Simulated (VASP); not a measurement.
Write the native input for VASP 6.6.1 that does the following.

- Task: single point
- Functional: LDA
- Potentials or basis: VASP PAW LDA potentials, release 64 (Ti_sv, C)
- Cutoff: 600 eV
- k mesh: 16 × 16 × 16
- Occupations: gaussian, width 0.1 eV
- Spin: no spin polarisation
- Dipole correction: no
- Further INCAR settings: ALGO = Normal; EDIFF = 1e-06; NBANDS = 15

The structure of TiC (lda) lies in POSCAR:

```
TiC
1.0
    0.0000000000      2.1304114046      2.1304114046
    2.1304114046      0.0000000000      2.1304114046
    2.1304114046      2.1304114046      0.0000000000
Ti C
1 1
Direct
    0.0000000000      0.0000000000      0.0000000000
    0.5000000000      0.5000000000      0.5000000000
```

These files were run (other wordings do the same):

INCAR

```
SYSTEM = TiC
  ALGO = Normal
  EDIFF = 1E-6
  ENCUT = 600
  GGA_COMPAT = .False.
  ISIF = 2
  ISMEAR = 0
  LASPH = .True.
  LCHARG = .False.
  LREAL = .False.
  LWAVE = .False.
  NBANDS = 15
  NELM = 120
  PREC = Accurate
  SIGMA = 0.1
```

KPOINTS

```
k-points
0
Gamma
  16 16 16
  0 0 0
```

Potentials or basis: VASP PAW LDA potentials, release 64 (Ti_sv, C).

The run is started by

```bash
$ cat potpaw_LDA.64/Ti_sv/POTCAR potpaw_LDA.64/C/POTCAR > POTCAR
$ mpirun -np 1 vasp_std > vasp.out
```

It gave:

* Pressure: 0.6 GPa
* Band gap on the k mesh: zero (band 8 reaches 10.47 eV, above the bottom of band 9 at 9.41 eV)

Wall time 39 s on 1 thread of Intel Xeon 8259CL, with other jobs on the host, peak memory 0.16 GiB.
